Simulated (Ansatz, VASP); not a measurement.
**Al: VASP beside Ansatz**

```xyz
1
Lattice="0.0000 1.9914 1.9914 1.9914 0.0000 1.9914 1.9914 1.9914 0.0000" Properties=species:S:1:pos:R:3 pbc="T T T"
Al    0.0000    0.0000    0.0000
```

Alike in both runs: functional LDA; k mesh 34 × 34 × 34; occupations gaussian, width 0.1 eV; no spin polarisation.

Ansatz relaxed the structure, and its values are those at the end. VASP's run is a single point on that final structure, the one shown.

```csv
,VASP,Ansatz
version,VASP 6.6.1,Ansatz 0.2.0
potentials or method,"VASP PAW LDA potentials, release 64 (Al)","scalar-relativistic, plane waves, PAW"
plane-wave cutoff (eV),520,420
valence electrons in the cell,3,3
```

Ansatz gave:

| Quantity | Value |
| --- | --- |
| gap on the k mesh at the Fermi level (eV) | none |
| pressure (GPa) | 0.0 |

Q: What did VASP give for the same quantities?

A: gap on the k mesh at the Fermi level (eV): none; pressure (GPa): 0.1.

Ansatz warns that its potentials were made for another functional, while VASP's fit it. LDA's correlation is that of Perdew and Zunger in VASP and of Perdew and Wang (1992) in Ansatz. A gap of «none» marks a metal or a gap that the smearing closes.
